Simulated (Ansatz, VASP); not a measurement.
Ir in VASP and in Ansatz

```
Ir
1.0
     0.00000    2.31705    1.45789
     2.31705    0.00000    1.45789
     2.31705    2.31705    0.00000
Ir
1
Direct
  0.00000 0.00000 0.00000
```

Alike in both runs: task single point; functional PBE; k mesh 22 × 22 × 22; occupations gaussian, width 0.15 eV; no spin polarisation.

|  | VASP | Ansatz |
| --- | --- | --- |
| version | VASP 6.6.1 | Ansatz 0.2.0 |
| potentials or method | VASP PAW PBE potentials, release 64 (Ir), cutoff 520 eV | scalar-relativistic, plane waves, PAW |
| valence electrons in the cell | 9 | 17 |

|  | VASP | Ansatz | Ansatz less VASP |
| --- | --- | --- | --- |
| gap on the k mesh at the Fermi level (eV) | none | none | - |
| pressure (GPa) | -13.0 | -13.4 | -0.37 |
| traceless stress, the component that is largest in VASP (GPa) | -19.51 | -19.75 | -0.236 |

A gap of «none» marks a metal or a gap that the smearing closes. With one functional, cell and mesh, what is left measures potentials, basis and numerics. VASP's potentials hold 9 valence electrons a cell and Ansatz's 17, so a difference there can come from the potentials and not from the codes.

Spin-orbit coupling is off throughout.
